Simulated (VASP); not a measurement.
Set up this calculation in VASP 6.6.1, as the native input.

| Quantity | Value |
| --- | --- |
| Task | single point |
| Functional | r2SCAN |
| Potentials or basis | VASP PAW PBE potentials, release 64 (Ga_d, N) |
| Cutoff | 520 eV |
| k mesh | 12 × 12 × 4 |
| Occupations | fermi-dirac, width 0.02 eV |
| Spin | no spin polarisation |
| Dipole correction | no |
| Further INCAR settings | ALGO = Normal; EDIFF = 1e-06; NBANDS = 26 |

Crystal: GaN.

```
CELL_PARAMETERS angstrom
3.18315 0.00000 0.00000
-1.59157 2.75669 0.00000
0.00000 0.00000 5.18363
ATOMIC_POSITIONS crystal
Ga 0.33333 0.66667 0.99911
Ga 0.66667 0.33333 0.49911
N 0.33333 0.66667 0.37589
N 0.66667 0.33333 0.87589
```

One way to write it, as run:

POSCAR

```
GaN
1.0
    3.1831494095      0.0000000000      0.0000000000
   -1.5915747048      2.7566882526      0.0000000000
    0.0000000000      0.0000000000      5.1836254585
Ga N
2 2
Direct
    0.3333333333      0.6666666667     -0.0008868077
    0.6666666667      0.3333333333      0.4991131923
    0.3333333333      0.6666666667      0.3758868077
    0.6666666667      0.3333333333      0.8758868077
```

INCAR.step1

```
SYSTEM = GaN
PREC = Accurate
ENCUT = 520
ISMEAR = -1
SIGMA = 0.02
LREAL = .FALSE.
LASPH = .TRUE.
NELM = 60
NBANDS = 26
GGA = PE
ALGO = Normal
EDIFF = 1E-4
LWAVE = .TRUE.
LCHARG = .FALSE.
```

INCAR.step2

```
SYSTEM = GaN
PREC = Accurate
ENCUT = 520
EDIFF = 1E-6
ISMEAR = -1
SIGMA = 0.02
LREAL = .FALSE.
LASPH = .TRUE.
NELM = 60
ALGO = Normal
ISIF = 2
LWAVE = .FALSE.
LCHARG = .FALSE.
METAGGA = R2SCAN
LMIXTAU = .TRUE.
NBANDS = 26
ISTART = 1
```

KPOINTS

```
regular mesh
0
G
  12 12 4
  0 0 0
```

Potentials or basis: VASP PAW PBE potentials, release 64 (Ga_d, N).

The run is started by

```bash
$ cat potpaw_PBE.64/Ga_d/POTCAR potpaw_PBE.64/N/POTCAR > POTCAR
$ cp INCAR.step1 INCAR
$ mpirun -np 1 vasp_std > vasp.out
$ cp INCAR.step2 INCAR
$ mpirun -np 1 vasp_std > vasp.out
```

It gave:

```yaml
Pressure: 1.1 GPa
Largest_force: 0.005 eV/Å
Band_gap_on_the_k_mesh: 2.34 eV
```

Caveat: the PAW data sets were made with another functional, which shifts forces and pressure a little.

Run time: 92 s on 1 thread of Intel(R) Xeon(R) 6975P-C (Granite Rapids) (shared host), peak memory 0.2 GiB.
